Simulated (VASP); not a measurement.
Wanted: the native input for a VASP 6.6.1 run.

| Item | Value |
| --- | --- |
| Task | single point |
| Functional | PBE |
| Potentials or basis | VASP PAW PBE potentials, release 64 (B, P) |
| Cutoff | 520 eV |
| k mesh | 12 × 12 × 10 |
| Occupations | gaussian, width 0.1 eV |
| Spin | no spin polarisation |
| Dipole correction | no |
| Further INCAR settings | ALGO = Normal; EDIFF = 1e-06; NBANDS = 20 |

The structure of B2P lies in POSCAR:

```
B2P
1.0
    5.6026032402     -1.5174059170     -0.0027768622
    5.6026032402      1.5174059170     -0.0027768622
   -0.8306841896      0.0000000000      3.5492530113
B P
4 2
Direct
    0.8457027838      0.8457027838      0.2301878777
    0.4216455716      0.4216455716      0.4568728667
    0.5783544284      0.5783544284      0.5431271333
    0.1542972162      0.1542972162      0.7698121223
    0.3370378109      0.3370378109      0.8639382796
    0.6629621891      0.6629621891      0.1360617204
```

The cell was generated, and may not be a known phase.

One way to write it, as run:

INCAR

```
SYSTEM = B2P
ALGO = Normal
EDIFF = 1E-6
ENCUT = 520
GGA = PE
ISIF = 2
ISMEAR = 0
LASPH = .TRUE.
LCHARG = .TRUE.
LELF = .TRUE.
LREAL = .FALSE.
LVHAR = .TRUE.
LWAVE = .FALSE.
NBANDS = 20
NELM = 60
PREC = Accurate
SIGMA = 0.1
```

KPOINTS

```
k-points
0
G
  12 12 10
  0 0 0
```

Potentials or basis: VASP PAW PBE potentials, release 64 (B, P).

Command:

```console
$ cat potpaw_PBE.64/B/POTCAR potpaw_PBE.64/P/POTCAR > POTCAR
$ mpirun -np 1 vasp_std > vasp.out
```

It gave:

```
Pressure               : -0.2 GPa
Largest force          : 0.023 eV/Å
Band gap on the k mesh : zero (bands 11 and 12 overlap by 1.84 eV)
```

It took 19 min on 1 thread of Intel Xeon 8259CL (shared host), peak memory 0.52 GiB.
